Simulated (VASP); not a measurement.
# AlPt: single point with r2SCAN

AlPt:

```
Al Pt
1.0
     3.09645    0.00000    0.00000
     0.00000    3.09645    0.00000
     0.00000    0.00000    3.09645
Al Pt
1 1
Direct
  0.00000 0.00000 0.00000
  0.50000 0.50000 0.50000
```

| Property | Result |
| --- | --- |
| Program | VASP 6.6.1 |
| Task | single point |
| Functional | r2SCAN |
| Potentials or basis | VASP PAW PBE potentials, release 64 (Al, Pt) |
| Cutoff | 520 eV |
| k mesh | 14 × 14 × 14 |
| Occupations | gaussian, width 0.1 eV |
| Spin | no spin polarisation |

The pressure is -5.8 GPa. The band gap on the k mesh is zero (an odd number of electrons rules out a gap without spin polarisation).

Levels at points of the mesh, in eV from the Fermi level:
```tsv
k point	band 5	band 6	band 7	band 8	band 9	band 10
(0.00, 0.00, 0.00)	-2.74	-2.74	4.16	4.16	4.16	9.41
(0.50, 0.00, 0.00)	-4.21	-2.54	-0.96	6.42	9.02	9.02
(0.50, 0.50, 0.00)	-3.28	-3.28	-1.49	1.03	3.75	9.15
(0.50, 0.50, 0.50)	-1.41	1.13	1.88	1.88	1.88	5.12
```

Run time: 36 s on 1 thread of Intel(R) Xeon(R) 6975P-C (Granite Rapids), with other jobs on the host, peak memory 0.18 GiB.

Caveat: the cell stands under tension; the PAW data sets were made with another functional, which shifts forces and pressure a little; spin-orbit coupling is left out, which moves the levels of the heavy elements.
